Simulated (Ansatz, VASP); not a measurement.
**In in VASP and in Ansatz**

```xyz
1
Lattice="14.0000 0.0000 0.0000 0.0000 14.4000 0.0000 0.0000 0.0000 14.8000" Properties=species:S:1:pos:R:3 pbc="T T T"
In    7.0000    7.2000    7.4000
```

Alike in both runs: task single point; functional PBE; k mesh 1 × 1 × 1; occupations fermi-dirac, width 0.01 eV; collinear spin.

|  | VASP | Ansatz |
| --- | --- | --- |
| version | VASP 6.6.1 | Ansatz 0.2.0 |
| potentials or method | VASP PAW PBE potentials, release 64 (In_d), cutoff 520 eV | plane waves (420 eV) with PAW, scalar-relativistic |
| valence electrons in the cell | 13 | 13 |

|  | VASP | Ansatz | Ansatz less VASP |
| --- | --- | --- | --- |
| net moment per atom (μB) | 1.00 | 1.00 | 0.000 |
| size of the moment on the site where the two differ most (μB) | 0.25 | 1.00 | +0.752 |

Site moments also hang on the region over which each program counts them. Ansatz's warnings: lower state not reached, negative dielectric reading, stability check not made.
